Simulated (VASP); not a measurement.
SiO2:

```
Si O
1.0
    -1.74489    1.74489    4.20308
     1.74489   -1.74489    4.20308
     1.74489    1.74489   -4.20308
Si O
2 4
Direct
  0.75000 0.25000 0.50000
  0.00000 0.00000 0.00000
  0.54095 0.04095 0.50000
  0.79095 0.79095 0.00000
  0.20905 0.20905 0.00000
  0.95905 0.45905 0.50000
```

Base run:

* Program: VASP 6.6.1
* Functional: PBE
* Potentials or basis: VASP PAW PBE potentials, release 64 (Si, O)
* Cutoff: 520 eV
* k mesh: 10 × 10 × 10
* Occupations: fermi-dirac, width 0.02 eV
* Spin: no spin polarisation

Its results: band gap on the k mesh 6.30 eV (least direct gap 7.03 eV); pressure 9.0 GPa; largest force 0.119 eV/Å.

**Question.** The run is repeated on the same cell with these changes: functional from PBE to r2SCAN; occupations from fermi-dirac, width 0.02 eV to gaussian, width 0.01 eV. What comes out?

**Answer.** Band gap on the k mesh 7.22 eV (least direct gap 7.98 eV); pressure 0.4 GPa; largest force 0.010 eV/Å.

Caveats: the cell stands under pressure (at least some runs); the PAW data sets were made with another functional, which shifts forces and pressure a little (at least some runs).

A k mesh can miss the band edges.
